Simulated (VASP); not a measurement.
Here is a VASP 6.6.1 calculation.

Contents of INCAR:

```
PREC = Accurate ; ENCUT = 600
EDIFF = 1E-6 ; ISMEAR = 0
SIGMA = 0.2 ; LREAL = False
LASPH = True ; NELM = 120
ALGO = Normal ; ISIF = 2
LWAVE = False ; LCHARG = False
GGA = PE ; NBANDS = 16
GGA_COMPAT = False
```

KPOINTS

```
Automatic mesh
0
Gamma
  7 7 7
```

Contents of POSCAR:

```
ScF
1.0
    0.0000000000      2.5582320741      2.5582320741
    2.5582320741      0.0000000000      2.5582320741
    2.5582320741      2.5582320741      0.0000000000
Sc F
1 1
Direct
    0.0000000000      0.0000000000      0.0000000000
    0.7500000000      0.7500000000      0.7500000000
```

Potentials or basis: VASP PAW PBE potentials, release 64 (Sc_sv, F).

Launch:

```bash
$ cat potpaw_PBE.64/Sc_sv/POTCAR potpaw_PBE.64/F/POTCAR > POTCAR
$ mpirun -np 1 vasp_std > vasp.out
```

(1) Predict the pressure.

(2) What does it give for the band gap on the k mesh?

## Answers

(1) 0.6 GPa.

(2) 0.30 eV (least direct gap 0.51 eV).

Caveat: an odd mesh through Γ misses points on the zone boundary, where band edges can lie.
